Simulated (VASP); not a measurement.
# O2 in VASP: single point with PBEsol

Aim: the single point of O2 with PBEsol.

All numbers are computed with VASP 6.6.1; they aren't measurements. Logs are shortened: lines on timing, memory, paths and dates and some standing lists are left out, and cuts for length are marked.

## 1. The cell of the first run

The cell holds a molecule in a box, 2 atoms: a = 9.000 Å, b = 9.500 Å, c = 10.000 Å, α = 90.00°, β = 90.00°, γ = 90.00°.

## 2. Single point, PBEsol, collinear spin, ferromagnetic start

The input, INCAR:

```
ALGO = Normal ; EDIFF = 1E-6
ENCUT = 910 ; GGA = PS
GGA_COMPAT = F ; ISIF = 2
ISMEAR = -1 ; ISPIN = 2
LASPH = T ; LCHARG = F
LORBIT = 11 ; LREAL = F
LWAVE = F ; MAGMOM = 1 1
NBANDS = 17 ; NELM = 200
NELMDL = -8 ; PREC = Accurate
SIGMA = 0.05
```

The input, KPOINTS:

```
k-points
0
Gamma
  1 1 1
```

The input, POSCAR:

```
O
1.0
    9.0000000000      0.0000000000      0.0000000000
    0.0000000000      9.5000000000      0.0000000000
    0.0000000000      0.0000000000     10.0000000000
O
2
Direct
    0.5000000000      0.5000000000      0.4395074478
    0.5000000000      0.5000000000      0.5604925522
```

Potentials or basis: VASP PAW PBE potentials, release 64 (O_h).

Run with:

```
$ cat potpaw_PBE.64/O_h/POTCAR > POTCAR
$ mpirun -np 1 vasp_gam > vasp.out
```

OUTCAR:

```text
EDIFF = 1E-6
   ENCUT = 910
   GGA = PS
   ISIF = 2
   ISMEAR = -1
   ISPIN = 2
   LASPH = T
   LORBIT = 11
   LREAL = F
   NELM = 200
   NELMDL = -8
   PREC = Accurate

 ion  position               nearest neighbor table
   1  0.500  0.500  0.440-   2 1.21
   2  0.500  0.500  0.560-   1 1.21

  LATTYP: Found a simple orthorhombic cell.
 ALAT       =     9.0000000000
 B/A-ratio  =     1.0555555556
 C/A-ratio  =     1.1111111111

  Lattice vectors:

 A1 = (   9.0000000000,   0.0000000000,   0.0000000000)
 A2 = (   0.0000000000,   9.5000000000,   0.0000000000)
 A3 = (   0.0000000000,   0.0000000000,  10.0000000000)

Analysis of symmetry for initial positions (statically):
=====================================================================
 Subroutine PRICEL returns:
 Original cell was already a primitive cell.

 Routine SETGRP: Setting up the symmetry group for a
 simple orthorhombic supercell.

 Subroutine GETGRP returns: Found  8 space group operations
 (whereof  8 operations were pure point group operations)
 out of a pool of  8 trial point group operations.

The static configuration has the point symmetry D_2h.

Analysis of symmetry for dynamics (positions and initial velocities):
=====================================================================
 Subroutine PRICEL returns:
 Original cell was already a primitive cell.

 Routine SETGRP: Setting up the symmetry group for a
 simple orthorhombic supercell.

 Subroutine GETGRP returns: Found  8 space group operations
 (whereof  8 operations were pure point group operations)
 out of a pool of  8 trial point group operations.

The dynamic configuration has the point symmetry D_2h.

Analysis of structural, dynamic, and magnetic symmetry:
=====================================================================
 Subroutine PRICEL returns:
 Original cell was already a primitive cell.

 Routine SETGRP: Setting up the symmetry group for a
 simple orthorhombic supercell.

 Subroutine GETGRP returns: Found  8 space group operations
 (whereof  8 operations were pure point group operations)
 out of a pool of  8 trial point group operations.

The overall configuration has the point symmetry D_2h.

 Subroutine INISYM returns: Found  8 space group operations
 (whereof  8 operations are pure point group operations),
 and found     1 'primitive' translations

----------------------------------------------------------------------------------------

                                     Primitive cell

  volume of cell :     855.0000

  direct lattice vectors                    reciprocal lattice vectors
     9.000000000  0.000000000  0.000000000     0.111111111  0.000000000  0.000000000
     0.000000000  9.500000000  0.000000000     0.000000000  0.105263158  0.000000000
     0.000000000  0.000000000 10.000000000     0.000000000  0.000000000  0.100000000

  length of vectors
     9.000000000  9.500000000 10.000000000     0.111111111  0.105263158  0.100000000

  position of ions in fractional coordinates (direct lattice)
     0.500000000  0.500000000  0.439507448
     0.500000000  0.500000000  0.560492552

  ion indices of the primitive-cell ions
   primitive index   ion index
                 1           1
                 2           2

----------------------------------------------------------------------------------------

 KPOINTS: k-points

Automatic generation of k-mesh.
 Grid dimensions read from file:
 generate k-points for:    1    1    1

 Generating k-lattice:

  Cartesian coordinates                     Fractional coordinates (reciprocal lattice)
     0.111111111  0.000000000  0.000000000     1.000000000  0.000000000  0.000000000
     0.000000000  0.105263158  0.000000000     0.000000000  1.000000000  0.000000000
     0.000000000  0.000000000  0.100000000     0.000000000  0.000000000  1.000000000

  Length of vectors
     0.111111111  0.105263158  0.100000000

  Shift w.r.t. Gamma in fractional coordinates (k-lattice)
     0.000000000  0.000000000  0.000000000

 Subroutine IBZKPT returns following result:
 ===========================================

 Found      1 irreducible k-points:

 Following reciprocal coordinates:
            Coordinates               Weight
  0.000000  0.000000  0.000000      1.000000
   k-points           NKPTS =      1   k-points in BZ     NKDIM =      1   number of bands    NBANDS=     17
   number of dos      NEDOS =    301   number of ions     NIONS =      2
   total plane-waves  NPLWV = 846720
   dimension x,y,z NGX =    90 NGY =   96 NGZ =   98
   dimension x,y,z NGXF=   180 NGYF=  192 NGZF=  196
   ions per type =               2
   NGX,Y,Z   is equivalent  to a cutoff of  16.62, 16.80, 16.29 a.u.
   NGXF,Y,Z  is equivalent  to a cutoff of  33.25, 33.60, 32.58 a.u.
 SYSTEM =  unknown system
   PREC   = accura    normal or accurate (medium, high low for compatibility)
   ISTART =      0    job   : 0-new  1-cont  2-samecut
   ICHARG =      2    charge: 1-file 2-atom 10-const
   ISPIN  =      2    spin polarized calculation?
   LNONCOLLINEAR =      F non collinear calculations
   LSORBIT =      F    spin-orbit coupling
   LASPH  =      T    aspherical Exc in radial PAW
   ENCUT  =  910.0 eV  66.88 Ry    8.18 a.u.  22.14 23.37 24.60*2*pi/ulx,y,z
   NELM   =    200;   NELMIN=  2; NELMDL= -8     # of ELM steps
   EDIFF  = 0.1E-05   stopping-criterion for ELM
   LREAL  =      F    real-space projection
   EDIFFG = 0.1E-04   stopping-criterion for IOM
   NSW    =      0    number of steps for IOM
   IBRION =     -1    ionic relax: 0-MD 1-quasi-New 2-CG
   NFREE  =      0    steps in history (QN), initial steepest desc. (CG)
   ISIF   =      2    stress and relaxation
   ISYM   =      2    0-nonsym 1-usesym 2-fastsym
   POTIM  = 0.5000    time-step for ionic-motion
   TEBEG  =    0.0;   TEEND  =   0.0 temperature during run
   PSTRESS=    0.0 pullay stress
   NELECT =      12.0000    total number of electrons
   NUPDOWN=      -1.0000    fix difference up-down
   EMIN   =  10.00;   EMAX   =-10.00  energy-range for DOS
   EFERMI =   0.00;   METHOD = LEGACY
   ISMEAR =    -1;   SIGMA  =   0.05  broadening in eV -4-tet -1-fermi 0-gaus
   EFERMI_NEDOS =   21; number of points for ismear=-14 and -15
   IALGO  =     38    algorithm
   IMIX   =      4    mixing-type and parameters
     AMIX     =   0.40;   BMIX     =  1.00
     AMIX_MAG =   1.60;   BMIX_MAG =  1.00
  volume/ion in A,a.u.               =     427.50      2884.91
  Fermi-wavevector in a.u.,A,eV,Ry     =   0.394893  0.746240  2.121703  0.155941
  Thomas-Fermi vector in A             =   1.339966
   LORBIT       =     11    0 simple, 1 ext, 2 COOP (PROOUT), +10 PAW based schemes
   GGA     = PS    functional components
   LHFCALC =     F    Hartree Fock is set to
   AEXX    =    0.0000 exact exchange contribution
   IVDW    =     0    specifies the selected vdW correction
   LEPSILON=     F    determine dielectric tensor
   LRPA    =     F    only Hartree local field effects (RPA)
 spin polarized calculation
  energy-cutoff  :      910.00
  volume of cell :      855.00
 maximum number of plane-waves:     26640
 NGX is ok and might be reduce to    90
   NGX = 45   NGY = 47   NGZ = 49

 number of electron      12.0000007 magnetization       2.0000008

 Free energy of the ion-electron system (eV)
  ---------------------------------------------------
  ext. energy  EPLUGINS =         0.00000000
  ---------------------------------------------------
  free energy    TOTEN  =       -10.45041716 eV

  energy without entropy =      -10.45041716  energy(sigma->0) =      -10.45041716

 E-fermi :  -5.4385     XC(G=0):  -0.6195

 val. band max:       -6.5808696000   @ k =   0.0000   0.0000   0.0000
 cond. band min:      -4.3099622000   @ k =   0.0000   0.0000   0.0000
 fundamental gap:      2.2709074000
 Fermi energy:        -5.4385072496

 spin component 1

 k-point     1 :       0.0000    0.0000    0.0000
  band No.  band energies     occupation
      1     -32.7018      1.00000
      2     -20.2314      1.00000
      3     -13.3830      1.00000
      4     -13.3336      1.00000
      5     -13.3335      1.00000
      6      -6.5809      1.00000
      7      -6.5809      1.00000
      8      -0.2494      0.00000
      9       0.9804      0.00000
     10       1.3053      0.00000
     11       1.3055      0.00000
     12       1.4667      0.00000
     13       1.5661      0.00000
     14       1.7486      0.00000
     15       2.5514      0.00000
     16       2.8234      0.00000
     17       2.9143      0.00000
 Fermi energy:        -5.4385072496

 spin component 2

 k-point     1 :       0.0000    0.0000    0.0000
  band No.  band energies     occupation
      1     -31.4697      1.00000
      2     -18.4481      1.00000
      3     -12.3592      1.00000
      4     -11.4949      1.00000
      5     -11.4949      1.00000
      6      -4.3100      0.00000
      7      -4.3099      0.00000
      8      -0.1384      0.00000
      9       1.1970      0.00000
     10       1.3658      0.00000
     11       1.4381      0.00000
     12       1.6093      0.00000
     13       1.6316      0.00000
     14       1.8204      0.00000
     15       2.7709      0.00000
     16       2.9936      0.00000
     17       3.0038      0.00000

------------------------ aborting loop because EDIFF is reached ----------------------------------------

  FORCE on cell =-STRESS in cart. coord.  units (eV):
  Direction    XX          YY          ZZ          XY          YZ          ZX
  --------------------------------------------------------------------------------------
  -------------------------------------------------------------------------------------
  Total       -0.1329532     -0.1288852      0.1549296     -0.0000000      0.0000000      0.0000000
  in kB       -0.2491399     -0.2415170      0.2903213     -0.0000000      0.0000000      0.0000000
  external PRESSURE =      -0.0667785 kB  Pullay stress =       0.0000000 kB

 VOLUME and BASIS-vectors are now :
 -----------------------------------------------------------------------------
  energy-cutoff  :      910.00
  volume of cell :      855.00
      direct lattice vectors                 reciprocal lattice vectors
     9.000000000  0.000000000  0.000000000     0.111111111  0.000000000  0.000000000
     0.000000000  9.500000000  0.000000000     0.000000000  0.105263158  0.000000000
     0.000000000  0.000000000 10.000000000     0.000000000  0.000000000  0.100000000

 POSITION                                       TOTAL-FORCE (eV/Angst)
 -----------------------------------------------------------------------------------
      4.50000      4.75000      4.39507         0.000000      0.000000     -0.218839
      4.50000      4.75000      5.60493         0.000000      0.000000      0.218839
 -----------------------------------------------------------------------------------
    total drift:                                0.000000     -0.000000     -0.000000

  FREE ENERGIE OF THE ION-ELECTRON SYSTEM (eV)
  ---------------------------------------------------
  free  energy   TOTEN  =       -10.4504171576 eV

  energy  without entropy=      -10.4504171569  energy(sigma->0) =      -10.45041716

 total charge

# of ion       s       p       d       tot
------------------------------------------
    1        1.083   2.221   0.000   3.304
    2        1.083   2.221   0.000   3.304
--------------------------------------------------
tot          2.166   4.442   0.000   6.608

 magnetization (x)

# of ion       s       p       d       tot
------------------------------------------
    1        0.013   0.607   0.000   0.620
    2        0.013   0.607   0.000   0.620
--------------------------------------------------
tot          0.026   1.213   0.000   1.240
```

Wall time 2.8 min (1 thread of Intel Xeon 6975P-C (Granite Rapids), shared host); peak memory 1.8 GiB.

Results:

* Free energy: -10.4504 eV
* Largest force: 0.219 eV/Å
* Gap between the frontier levels: 2.27 eV
* Net moment: 2.00 μB per cell
* Site moments: O +0.62 μB
* Valence electrons inside the program's atomic spheres: O 3.30

Forces in eV/Å, atoms in the order of the input:
```
O    0.000  0.000 -0.219
O    0.000  0.000  0.219
```

Caveat: the cutoff is under 1.25 times the usual one of these potentials, so pressure, stress and relaxed cells hold a basis-set (Pulay) error; the PAW data sets were made with another functional, which shifts forces and pressure a little.
